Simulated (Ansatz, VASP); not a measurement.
YHg: VASP beside Ansatz

```
Y Hg
1.0
     3.41621    0.00000    0.00000
     0.00000    3.41621    0.00000
     0.00000    0.00000    3.41621
Y Hg
1 1
Direct
  0.50000 0.50000 0.50000
  0.00000 0.00000 0.00000
```

Change from the starting cell: volume scaled by 0.8, LAPW.

Alike in both runs: task single point; functional LDA; k mesh 10 × 10 × 10; occupations fermi-dirac, width 0.05 eV; no spin polarisation.

|  | VASP | Ansatz |
| --- | --- | --- |
| version | VASP 6.6.1 | Ansatz 0.2.0 |
| potentials or method | VASP PAW LDA potentials, release 64 (Y_sv, Hg), cutoff 520 eV | all-electron LAPW, scalar-relativistic |

|  | VASP | Ansatz | Ansatz less VASP |
| --- | --- | --- | --- |
| pressure (GPa) | 21.8 | 21.1 | -0.63 |

LDA's correlation is that of Perdew and Zunger in VASP and of Perdew and Wang (1992) in Ansatz. Ansatz ran all-electron here, and VASP with PAW potentials.

Spin-orbit coupling is off throughout.
